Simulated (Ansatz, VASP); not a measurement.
## Fe in VASP and in Ansatz

```
Fe
1.0
     0.00000    1.82649    1.82649
     1.82649    0.00000    1.82649
     1.82649    1.82649    0.00000
Fe
1
Direct
  0.00000 0.00000 0.00000
```

Alike in both runs: task single point; functional r2SCAN; k mesh 17 × 17 × 17; occupations fermi-dirac, width 0.05 eV; collinear spin.

|  | VASP | Ansatz |
| --- | --- | --- |
| version | VASP 6.6.1 | Ansatz 0.2.0 |
| potentials or method | VASP PAW PBE potentials, release 64 (Fe), cutoff 520 eV | plane waves (500 eV) with PAW, scalar-relativistic |
| valence electrons in the cell | 8 | 16 |

Ansatz gave:

| Property | Result |
| --- | --- |
| pressure (GPa) | -0.1 |
| net moment per atom (μB) | 2.83 |
| size of the moment on the site where the two differ most (μB) | 2.95 |

Problem. What did VASP give for the same quantities?

Solution. Pressure (GPa): -0.7; net moment per atom (μB): 2.83; size of the moment on the site where the two differ most (μB): 2.88.

VASP's potentials were made for PBE, not for r2SCAN. Site moments also hang on the region over which each program counts them. With one functional, cell and mesh, what is left measures potentials, basis and numerics. VASP's potentials hold 8 valence electrons a cell and Ansatz's 16, so a difference there can come from the potentials and not from the codes. Ansatz's warnings: stability check not made.
